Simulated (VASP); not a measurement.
# BiTe (I4/mmm) in VASP: notebook

The runs below take BiTe through single point, with PBE.

All numbers are computed with VASP 6.6.1; they aren't measurements. Logs are shortened: lines on timing, memory, paths and dates and some standing lists are left out, and cuts for length are marked.

## Step 1: The cell of the first run

Symmetry: I4/mmm, No. 139, tetragonal system. The conventional cell has a = 4.438 Å, b = 4.438 Å, c = 6.470 Å, α = 90.00°, β = 90.00°, γ = 90.00°. Bi (site symmetry 4/mmm) has 6 Te at 3.14 to 3.23 Å within 4.1 Å. Within 4.1 Å of Te (site symmetry 4/mmm) lie 6 Bi at 3.14 to 3.23 Å.

## Step 2: Single point, PBE (strain -0.030 along x and y, +0.000 along z)

INCAR

```
SYSTEM = BiTe
ALGO     = Normal         ! electronic algorithm
EDIFF    = 1E-7           ! SCF threshold, eV
ENCUT    = 520            ! plane-wave cutoff, eV
GGA      = PE             ! functional
ISIF     = 2              ! what is computed and relaxed
ISMEAR   = 0              ! smearing method
LASPH    = .TRUE.         ! aspherical terms in the spheres
LCHARG   = .FALSE.        ! write CHGCAR
LREAL    = .FALSE.        ! projectors in reciprocal space
LWAVE    = .FALSE.        ! write WAVECAR
NBANDS   = 18             ! bands
NELM     = 100            ! most SCF steps
PREC     = Accurate       ! precision mode
SIGMA    = 0.15           ! smearing width, eV
```

KPOINTS

```
k-points
0
G
  14 14 14
  0 0 0
```

POSCAR

```
BiTe
1.0
    0.0000000000      3.1379500000      3.2350000000
    3.1379500000      0.0000000000      3.2350000000
    3.1379500000      3.1379500000      0.0000000000
Bi Te
1 1
Direct
    0.0000000000      0.0000000000      0.0000000000
    0.5000000000      0.5000000000      0.5000000000
```

Potentials or basis: VASP PAW PBE potentials, release 64 (Bi_d, Te).

Command:

```bash
$ cat potpaw_PBE.64/Bi_d/POTCAR potpaw_PBE.64/Te/POTCAR > POTCAR
$ mpirun -np 1 vasp_std > vasp.out
```

OUTCAR:

```text
SYSTEM = BiTe
   EDIFF = 1E-7
   ENCUT = 520
   GGA = PE
   ISIF = 2
   ISMEAR = 0
   LASPH = .TRUE.
   LREAL = .FALSE.
   NELM = 100
   PREC = Accurate

 ion  position               nearest neighbor table
   1  0.000  0.000  0.000-   2 3.14   2 3.14   2 3.14   2 3.14   2 3.23   2 3.23
   2  0.500  0.500  0.500-   1 3.14   1 3.14   1 3.14   1 3.14   1 3.23   1 3.23

  LATTYP: Found a body centered tetragonal cell.
 ALAT       =     4.4377314480
 C/A-ratio  =     1.4579521262

  Lattice vectors:

 A1 = (  -3.1379500000,   0.0000000000,   3.2350000000)
 A2 = (   3.1379500000,   0.0000000000,   3.2350000000)
 A3 = (   0.0000000000,   3.1379500000,  -3.2350000000)

Analysis of symmetry for initial positions (statically):
=====================================================================
 Subroutine PRICEL returns:
 Original cell was already a primitive cell.

 Routine SETGRP: Setting up the symmetry group for a
 body centered tetragonal supercell.

 Subroutine GETGRP returns: Found 16 space group operations
 (whereof 16 operations were pure point group operations)
 out of a pool of 16 trial point group operations.

The static configuration has the point symmetry D_4h.

Analysis of symmetry for dynamics (positions and initial velocities):
=====================================================================
 Subroutine PRICEL returns:
 Original cell was already a primitive cell.

 Routine SETGRP: Setting up the symmetry group for a
 body centered tetragonal supercell.

 Subroutine GETGRP returns: Found 16 space group operations
 (whereof 16 operations were pure point group operations)
 out of a pool of 16 trial point group operations.

The dynamic configuration has the point symmetry D_4h.

 Subroutine INISYM returns: Found 16 space group operations
 (whereof 16 operations are pure point group operations),
 and found     1 'primitive' translations

----------------------------------------------------------------------------------------

                                     Primitive cell

  volume of cell :      63.7083

  direct lattice vectors                    reciprocal lattice vectors
     0.000000000  3.137950000  3.235000000    -0.159339696  0.159339696  0.154559505
     3.137950000  0.000000000  3.235000000     0.159339696 -0.159339696  0.154559505
     3.137950000  3.137950000  0.000000000     0.159339696  0.159339696 -0.154559505

  length of vectors
     4.506878654  4.506878654  4.437731448     0.273252481  0.273252481  0.273252481

  position of ions in fractional coordinates (direct lattice)
     0.000000000  0.000000000  0.000000000
     0.500000000  0.500000000  0.500000000

  ion indices of the primitive-cell ions
   primitive index   ion index
                 1           1
                 2           2

----------------------------------------------------------------------------------------

 KPOINTS: k-points

Automatic generation of k-mesh.
 Grid dimensions read from file:
 generate k-points for:   14   14   14

 Generating k-lattice:

  Cartesian coordinates                     Fractional coordinates (reciprocal lattice)
    -0.011381407  0.011381407  0.011039965     0.071428571  0.000000000  0.000000000
     0.011381407 -0.011381407  0.011039965     0.000000000  0.071428571  0.000000000
     0.011381407  0.011381407 -0.011039965     0.000000000  0.000000000  0.071428571

  Length of vectors
     0.019518034  0.019518034  0.019518034

  Shift w.r.t. Gamma in fractional coordinates (k-lattice)
     0.000000000  0.000000000  0.000000000

 Subroutine IBZKPT returns following result:
 ===========================================

 Found    244 irreducible k-points:

 Following reciprocal coordinates:
            Coordinates               Weight
  0.000000  0.000000  0.000000      1.000000
  0.071429 -0.000000  0.000000      8.000000
  0.142857  0.000000  0.000000      8.000000
  0.214286 -0.000000  0.000000      8.000000
  0.285714 -0.000000  0.000000      8.000000
  0.357143  0.000000  0.000000      8.000000
[... 16 lines left out ...]
  0.214286  0.142857  0.000000      8.000000
  0.285714  0.142857  0.000000      8.000000
 [... further k-points ...]
   k-points           NKPTS =    244   k-points in BZ     NKDIM =    244   number of bands    NBANDS=     18
   number of dos      NEDOS =    301   number of ions     NIONS =      2
   total plane-waves  NPLWV =  46656
   dimension x,y,z NGX =    36 NGY =   36 NGZ =   36
   dimension x,y,z NGXF=    72 NGYF=   72 NGZF=   72
   ions per type =               1   1
   NGX,Y,Z   is equivalent  to a cutoff of  13.28, 13.28, 13.49 a.u.
   NGXF,Y,Z  is equivalent  to a cutoff of  26.56, 26.56, 26.97 a.u.
 SYSTEM =  BiTe
   PREC   = accura    normal or accurate (medium, high low for compatibility)
   ISTART =      0    job   : 0-new  1-cont  2-samecut
   ICHARG =      2    charge: 1-file 2-atom 10-const
   ISPIN  =      1    spin polarized calculation?
   LNONCOLLINEAR =      F non collinear calculations
   LSORBIT =      F    spin-orbit coupling
   LASPH  =      T    aspherical Exc in radial PAW
   ENCUT  =  520.0 eV  38.22 Ry    6.18 a.u.   8.38  8.38  8.25*2*pi/ulx,y,z
   NELM   =    100;   NELMIN=  2; NELMDL= -5     # of ELM steps
   EDIFF  = 0.1E-06   stopping-criterion for ELM
   LREAL  =      F    real-space projection
   EDIFFG = 0.1E-05   stopping-criterion for IOM
   NSW    =      0    number of steps for IOM
   IBRION =     -1    ionic relax: 0-MD 1-quasi-New 2-CG
   NFREE  =      0    steps in history (QN), initial steepest desc. (CG)
   ISIF   =      2    stress and relaxation
   ISYM   =      2    0-nonsym 1-usesym 2-fastsym
   POTIM  = 0.5000    time-step for ionic-motion
   TEBEG  =    0.0;   TEEND  =   0.0 temperature during run
   PSTRESS=    0.0 pullay stress
   NELECT =      21.0000    total number of electrons
   NUPDOWN=      -1.0000    fix difference up-down
   EMIN   =  10.00;   EMAX   =-10.00  energy-range for DOS
   EFERMI =   0.00;   METHOD = LEGACY
   ISMEAR =     0;   SIGMA  =   0.15  broadening in eV -4-tet -1-fermi 0-gaus
   EFERMI_NEDOS =   21; number of points for ismear=-14 and -15
   IALGO  =     38    algorithm
   IMIX   =      4    mixing-type and parameters
     AMIX     =   0.40;   BMIX     =  1.00
     AMIX_MAG =   1.60;   BMIX_MAG =  1.00
  volume/ion in A,a.u.               =      31.85       214.96
  Fermi-wavevector in a.u.,A,eV,Ry     =   1.130878  2.137050 17.400293  1.278885
  Thomas-Fermi vector in A             =   2.267576
   LORBIT       =      0    0 simple, 1 ext, 2 COOP (PROOUT), +10 PAW based schemes
   GGA     = PE    functional components
   LHFCALC =     F    Hartree Fock is set to
   AEXX    =    0.0000 exact exchange contribution
   IVDW    =     0    specifies the selected vdW correction
   LEPSILON=     F    determine dielectric tensor
   LRPA    =     F    only Hartree local field effects (RPA)
 non-spin polarized calculation
 Gauss-broadening in eV      SIGMA  =   0.15
  energy-cutoff  :      520.00
  volume of cell :       63.71
 maximum number of plane-waves:      1745
 NGX is ok and might be reduce to    36
   NGX = 17   NGY = 17   NGZ = 17

 number of electron      21.0000003 magnetization

 Free energy of the ion-electron system (eV)
  ---------------------------------------------------
  ext. energy  EPLUGINS =         0.00000000
  ---------------------------------------------------
  free energy    TOTEN  =        -7.10676319 eV

  energy without entropy =       -7.09260475  energy(sigma->0) =       -7.09968397

 E-fermi :   7.4217     XC(G=0):  -9.7082

 val. band max:        7.4130364244   @ k =  -0.2857   0.2143   0.0000
 cond. band min:       7.4239083003   @ k =   0.2857  -0.0000   0.0000
 fundamental gap:      0.0108718759
 Fermi energy:         7.4217167838

 k-point     1 :       0.0000    0.0000    0.0000
  band No.  band energies     occupation
      1     -15.7848      2.00000
      2     -15.7775      2.00000
      3     -15.7615      2.00000
      4     -15.7599      2.00000
      5     -15.7599      2.00000
      6      -6.5606      2.00000
[... 10 lines left out ...]
     17      13.4673      0.00000
     18      13.8042      0.00000

 k-point     2 :       0.0714   -0.0000    0.0000
  band No.  band energies     occupation
      1     -15.7851      2.00000
      2     -15.7772      2.00000
      3     -15.7616      2.00000
      4     -15.7598      2.00000
      5     -15.7596      2.00000
      6      -6.5112      2.00000
[... 10 lines left out ...]
     17      13.7703      0.00000
     18      14.2096      0.00000

 k-point     3 :       0.1429    0.0000    0.0000
  band No.  band energies     occupation
      1     -15.7860      2.00000
      2     -15.7763      2.00000
      3     -15.7621      2.00000
      4     -15.7592      2.00000
      5     -15.7587      2.00000
      6      -6.3635      2.00000
[... 10 lines left out ...]
     17      14.5370      0.00000
     18      15.1705      0.00000

 k-point     4 :       0.2143   -0.0000    0.0000
  band No.  band energies     occupation
      1     -15.7873      2.00000
      2     -15.7753      2.00000
      3     -15.7627      2.00000
      4     -15.7581      2.00000
      5     -15.7572      2.00000
      6      -6.1194      2.00000
[... 375 lines left out ...]
      4     -15.7576      2.00000
      5     -15.7576      2.00000
      6      -6.3220      2.00000
[... 10 lines left out ...]
     17      14.4755      0.00000
     18      14.5206      0.00000

 k-point    23 :       0.2143    0.1429    0.0000
  band No.  band energies     occupation
      1     -15.7838      2.00000
      2     -15.7783      2.00000
      3     -15.7661      2.00000
      4     -15.7564      2.00000
      5     -15.7563      2.00000
      6      -6.1577      2.00000
[... 10 lines left out ...]
     17      14.9195      0.00000
     18      14.9354      0.00000

 k-point    24 :       0.2857    0.1429    0.0000
  band No.  band energies     occupation
      1     -15.7845      2.00000
      2     -15.7777      2.00000
      3     -15.7673      2.00000
      4     -15.7553      2.00000
      5     -15.7547      2.00000
      6      -5.9015      2.00000
[... 10 lines left out ...]
     17      15.7956      0.00000
     18      15.8155      0.00000

 [... further k-points ...]
[... 5 lines left out ...]
  --------------------------------------------------------------------------------------
  -------------------------------------------------------------------------------------
  Total        2.1385551      2.1385551      0.8837987      0.0000000      0.0000000      0.0000000
  in kB       53.7817223     53.7817223     22.2263221      0.0000000      0.0000000      0.0000000
  external PRESSURE =      43.2632556 kB  Pullay stress =       0.0000000 kB

 VOLUME and BASIS-vectors are now :
 -----------------------------------------------------------------------------
  energy-cutoff  :      520.00
  volume of cell :       63.71
      direct lattice vectors                 reciprocal lattice vectors
     0.000000000  3.137950000  3.235000000    -0.159339696  0.159339696  0.154559505
     3.137950000  0.000000000  3.235000000     0.159339696 -0.159339696  0.154559505
     3.137950000  3.137950000  0.000000000     0.159339696  0.159339696 -0.154559505

 POSITION                                       TOTAL-FORCE (eV/Angst)
 -----------------------------------------------------------------------------------
      0.00000      0.00000      0.00000         0.000000      0.000000      0.000000
      3.13795      3.13795      3.23500        -0.000000     -0.000000     -0.000000
 -----------------------------------------------------------------------------------
    total drift:                               -0.000000      0.000000      0.000000

  FREE ENERGIE OF THE ION-ELECTRON SYSTEM (eV)
  ---------------------------------------------------
  free  energy   TOTEN  =        -7.1067631936 eV

  energy  without entropy=       -7.0926047530  energy(sigma->0) =       -7.09968397
```

Wall time 4 min (1 thread of Intel Xeon 6975P-C, shared host); peak memory 0.42 GiB.

Results:

| Quantity | Value |
| --- | --- |
| Free energy | -7.1068 eV |
| Pressure | 4.3 GPa |

Caveat: the cell differs from its parent crystal (strain -0.030 along x and y, +0.000 along z); spin-orbit coupling is left out, which moves the levels of the heavy elements.

## Step 3: Single point, PBE (strain -0.015 along x and y, -0.030 along z)

INCAR

```
SYSTEM = BiTe
PREC = Accurate
ENCUT = 520
EDIFF = 1E-7
ISMEAR = 0
SIGMA = 0.15
LREAL = .FALSE.
LASPH = .TRUE.
NELM = 80
ALGO = Normal
ISIF = 2
LWAVE = .FALSE.
LCHARG = .FALSE.
GGA = PE
NBANDS = 18
```

KPOINTS

```
Automatic mesh
0
G
  14 14 14
  0 0 0
```

POSCAR

```
BiTe
1.0
    0.0000000000      3.1864750000      3.1379500000
    3.1864750000      0.0000000000      3.1379500000
    3.1864750000      3.1864750000      0.0000000000
Bi Te
1 1
Direct
    0.0000000000      0.0000000000      0.0000000000
    0.5000000000      0.5000000000      0.5000000000
```

Potentials or basis: VASP PAW PBE potentials, release 64 (Bi_d, Te).

Command:

```bash
$ cat potpaw_PBE.64/Bi_d/POTCAR potpaw_PBE.64/Te/POTCAR > POTCAR
$ mpirun -np 1 vasp_std > vasp.out
```

Wall time 3.7 min (1 thread of Intel Xeon 6975P-C, shared host); peak memory 0.42 GiB.

It converged, with:

* Free energy: -7.1163 eV
* Pressure: 4.2 GPa

Stress tensor (GPa, compression positive):
```
3.67 0.00 0.00
0.00 3.67 0.00
0.00 0.00 5.40
```

Levels at points of the mesh, in eV from the Fermi level:
| k point | band 8 | band 9 | band 10 | band 11 | band 12 | band 13 |
| --- | --- | --- | --- | --- | --- | --- |
| (0.00, 0.00, 0.00) | -2.87 | -2.66 | -2.66 | 2.14 | 2.14 | 2.52 |
| (0.50, 0.00, 0.00) | -2.08 | -2.05 | -1.59 | -0.88 | -0.76 | -0.70 |
| (0.50, 0.50, 0.00) | -6.14 | -4.35 | -4.35 | 1.97 | 3.83 | 3.83 |
| (0.50, 0.00, 0.50) | -6.08 | -4.42 | -4.21 | 2.01 | 3.68 | 4.09 |

Caveat: the cell differs from its parent crystal (strain -0.015 along x and y, -0.030 along z); spin-orbit coupling is left out, which moves the levels of the heavy elements.

## Step 4: Single point, PBE (strain -0.030 along x and y, +0.015 along z)

INCAR

```
SYSTEM = BiTe
PREC = Accurate ; ENCUT = 520
EDIFF = 1E-6 ; ISMEAR = 0
SIGMA = 0.15 ; LREAL = .False.
LASPH = .True. ; NELM = 60
ALGO = Normal ; ISIF = 2
LWAVE = .False. ; LCHARG = .False.
GGA = PE ; NBANDS = 18
```

KPOINTS

```
Automatic mesh
0
Gamma
  14 14 14
  0 0 0
```

POSCAR

```
BiTe
1.0
    0.0000000000      3.1379500000      3.2835250000
    3.1379500000      0.0000000000      3.2835250000
    3.1379500000      3.1379500000      0.0000000000
Bi Te
1 1
Direct
    0.0000000000      0.0000000000      0.0000000000
    0.5000000000      0.5000000000      0.5000000000
```

Command:

```bash
$ cat potpaw_PBE.64/Bi_d/POTCAR potpaw_PBE.64/Te/POTCAR > POTCAR
$ mpirun -np 1 vasp_std > vasp.out
```

Run time: 3.5 min. Hardware: 1 thread of Intel Xeon 6975P-C, shared host; peak memory 0.42 GiB.

The run converged. Its results:

```yaml
Free_energy: -7.1150 eV
Pressure: 3.5 GPa
```

Stress tensor (GPa, compression positive):
```
4.99 0.00 0.00
0.00 4.99 0.00
0.00 0.00 0.50
```

Levels at points of the mesh, in eV from the Fermi level:
| k point | band 8 | band 9 | band 10 | band 11 | band 12 | band 13 |
| --- | --- | --- | --- | --- | --- | --- |
| (0.00, 0.00, 0.00) | -2.88 | -2.88 | -2.27 | 1.55 | 2.61 | 2.61 |
| (0.50, 0.00, 0.00) | -2.09 | -1.97 | -1.53 | -0.94 | -0.64 | -0.64 |
| (0.50, 0.50, 0.00) | -5.88 | -4.20 | -4.20 | 2.13 | 3.93 | 3.93 |
| (0.50, 0.00, 0.50) | -6.05 | -4.56 | -3.97 | 2.05 | 3.21 | 4.33 |

Caveat: the cell differs from its parent crystal (strain -0.030 along x and y, +0.015 along z); spin-orbit coupling is left out, which moves the levels of the heavy elements.

## Step 5: Summary

```tsv
cell	gap on the mesh (eV)	pressure (GPa)
a = 4.507, b = 4.507, c = 4.438 Å, angles 60.5, 60.5, 59.0°, 2 atoms	none	4.3
a = 4.472, b = 4.472, c = 4.506 Å, angles 59.7, 59.7, 60.5°, 2 atoms	none	4.2
a = 4.542, b = 4.542, c = 4.438 Å, angles 60.8, 60.8, 58.5°, 2 atoms	none	3.5
```

Alike in all rows: task single point; level PBE; potentials or basis VASP PAW PBE potentials, release 64 (Bi_d, Te); no spin polarisation; k mesh 14 × 14 × 14; cutoff (eV) 520; smearing gaussian 0.15 eV.

Caveats: spin-orbit coupling is left out, which moves the levels of the heavy elements.

Absolute energies hang on the potentials; compare differences alone.
